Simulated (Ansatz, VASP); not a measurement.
**SnSe2: VASP beside Ansatz**

File POSCAR:

```
SnSe2
1.0
    3.8251491972      0.0000000000      0.0000000000
   -1.9125745986      3.3126763781      0.0000000000
    0.0000000000      0.0000000000      6.2270814759
Sn Se
1 2
Direct
    0.0000000000      0.0000000000      0.0000000000
    0.3333333333      0.6666666667      0.2530781097
    0.6666666667      0.3333333333      0.7469218903
```

Contents of INCAR.step1:

```
PREC = Accurate ; ENCUT = 400
EDIFF = 1E-5 ; ISMEAR = 0
SIGMA = 0.01 ; LREAL = F
LASPH = T ; NELM = 120
ALGO = Normal ; ISIF = 2
LWAVE = T ; LCHARG = F
GGA = PE ; NBANDS = 20
GGA_COMPAT = F ; KPAR = 4
```

Contents of INCAR.step2:

```
PREC = Accurate ; ENCUT = 400
EDIFF = 1E-6 ; ISMEAR = 0
SIGMA = 0.01 ; LREAL = F
LASPH = T ; NELM = 120
ALGO = Normal ; ISIF = 2
LWAVE = F ; LCHARG = F
GGA = PE ; LHFCALC = T
HFSCREEN = 0.2079 ; PRECFOCK = Normal
ISTART = 1 ; NBANDS = 20
GGA_COMPAT = F ; KPAR = 4
```

KPOINTS

```
regular mesh
0
Gamma
  6 6 4
```

Input for Ansatz:

```yaml
crystal:
  lattice:
    - [3.8251491972, 0.0, 0.0]
    - [-1.9125745986, 3.3126763781, 0.0]
    - [0.0, 0.0, 6.2270814759]
  atoms:
    - { symbol: Sn, position: [0.0, 0.0, 0.0] }
    - { symbol: Se, position: [0.3333333333, 0.6666666667, 0.2530781097] }
    - { symbol: Se, position: [0.6666666667, 0.3333333333, 0.7469218903] }
kpoints:
  mp_grid: { grid: [6, 6, 4] }
  band_path:
    path:
      - [0.0, 0.0, 0.0]
      - [0.5, 0.0, 0.0]
      - [0.3333333333, 0.3333333333, 0.0]
      - [0.0, 0.0, 0.5]
      - [0.5, 0.0, 0.5]
      - [0.3333333333, 0.3333333333, 0.5]
      - [-0.088542, 0.171875, 0.0]
      - [0.0, 0.458333, 0.34375]
    npoints: 1
hamiltonian:
  xc: hse06
scf:
  occupations: { method: fixed }
  n_extra_bands: 4
output:
  forces: true
  stress: true
  eigenvalues: true
```

Alike in both runs: task single point; functional HSE06; k mesh 6 × 6 × 4; no spin polarisation.

```csv
,VASP,Ansatz
version,VASP 6.6.1,Ansatz 0.2.0
potentials or method,"VASP PAW PBE potentials, release 64 (Sn_d, Se)","plane waves, PAW"
plane-wave cutoff (eV),400,420
occupations,"gaussian, width 0.01 eV",fixed
valence electrons in the cell,26,46
```

VASP gave:

```
gap on the k mesh at the Fermi level (eV)                     : 1.42
pressure (GPa)                                                : 0.0
traceless stress, the component that is largest in VASP (GPa) : -0.07
rms of the force components (eV/Å)                            : 0.112
```

Task: Estimate Ansatz's values.

Result: gap on the k mesh at the Fermi level (eV): 1.41; pressure (GPa): 0.1; traceless stress, the component that is largest in VASP (GPa): -0.06; rms of the force components (eV/Å): 0.105.

Atom by atom the forces differ by 0.007 eV/Å (rms over components). VASP's potentials hold 26 valence electrons a cell and Ansatz's 46, so a difference there can come from the potentials and not from the codes. Ansatz's warnings: stress exchange threshold loose, stress scf threshold loose.
